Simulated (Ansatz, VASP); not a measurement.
HC4 in VASP and in Ansatz

```
C H
1.0
     4.93140    0.00000    0.00000
    -2.46570    4.27072    0.00000
     0.00000    0.00000   18.00000
C H
8 2
Cartesian
  0.0000 1.4236 4.0000
  -1.2329 3.5589 4.0000
  2.4657 1.4236 4.0000
  1.2329 3.5589 4.0000
  1.2329 0.7118 4.0000
  0.0000 2.8471 4.0000
  3.6986 0.7118 4.0000
  2.4657 2.8471 4.0000
  0.3212 0.5563 4.7700
  0.9117 1.5791 4.7700
```

Alike in both runs: task single point; functional PBE; dispersion D3(BJ); k mesh 6 × 6 × 1; occupations gaussian, width 0.1 eV; no spin polarisation.

|  | VASP | Ansatz |
| --- | --- | --- |
| version | VASP 6.6.1 | Ansatz 0.2.0 |
| potentials or method | VASP PAW PBE potentials, release 64 (C, H), cutoff 520 eV | scalar-relativistic, plane waves, PAW |
| valence electrons in the cell | 34 | 34 |

VASP gave:

| Quantity | Value |
| --- | --- |
| gap on the k mesh at the Fermi level (eV) | none |
| rms of the force components (eV/Å) | 2.155 |

**Question.** Estimate Ansatz's values.

**Answer.** gap on the k mesh at the Fermi level (eV): none; rms of the force components (eV/Å): 2.137.

Atom by atom the forces differ by 0.021 eV/Å (rms over components). A gap of «none» marks a metal or a gap that the smearing closes. Ansatz's warnings: structure snapped to symmetry.
